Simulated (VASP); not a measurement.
Here is a VASP 6.6.1 calculation.

The input INCAR:

```
SYSTEM = C
  PREC = Accurate
  ENCUT = 520
  EDIFF = 1E-6
  ISMEAR = 0
  SIGMA = 0.05
  LREAL = .FALSE.
  LASPH = .TRUE.
  NELM = 60
  ALGO = Normal
  ISIF = 2
  LWAVE = .FALSE.
  LCHARG = .FALSE.
  GGA = PS
  NBANDS = 31
```

KPOINTS

```
Automatic mesh
0
G
  12 12 12
  0 0 0
```

Contents of POSCAR:

```
C
1.0
    1.2533969503      0.7743045013     10.3162177860
   -1.2533969503      0.7743045013     10.3162177860
    0.0000000000     -1.5486090027     10.3162177860
C
10
Direct
    0.0248220069      0.0248220069      0.0248220069
    0.9751779931      0.9751779931      0.9751779931
    0.1086877374      0.1086877374      0.1086877374
    0.8913122626      0.8913122626      0.8913122626
    0.1583652898      0.1583652898      0.1583652898
    0.8416347102      0.8416347102      0.8416347102
    0.3748635523      0.3748635523      0.3748635523
    0.6251364477      0.6251364477      0.6251364477
    0.4253181912      0.4253181912      0.4253181912
    0.5746818088      0.5746818088      0.5746818088
```

Potentials or basis: VASP PAW PBE potentials, release 64 (C).

The run is started by

```sh
$ cat potpaw_PBE.64/C/POTCAR > POTCAR
$ mpirun -np 1 vasp_std > vasp.out
```

Q: What does it give for the largest force?

A: 0.136 eV/Å.

Q: What does it give for the band gap on the k mesh?

A: 3.06 eV (least direct gap 3.62 eV).

Q: Estimate the pressure.

A: -24.3 GPa.

Forces in eV/Å, atoms in the order of the input:
```
C    0.000 -0.130 -0.008
C    0.000  0.130  0.008
C    0.000 -0.136  0.011
C    0.000  0.136 -0.011
C    0.000  0.122  0.057
C    0.000 -0.122 -0.057
C    0.000  0.066 -0.084
C    0.000 -0.066  0.084
C    0.000  0.067  0.085
C    0.000 -0.067 -0.085
```

Caveat: the cell differs from its parent crystal (normal strain along x +0.0000, normal strain along y +0.0700); the stress differs along the axes, from -67 to -2 GPa; the PAW data sets were made with another functional, which shifts forces and pressure a little. A k mesh can miss the band edges.
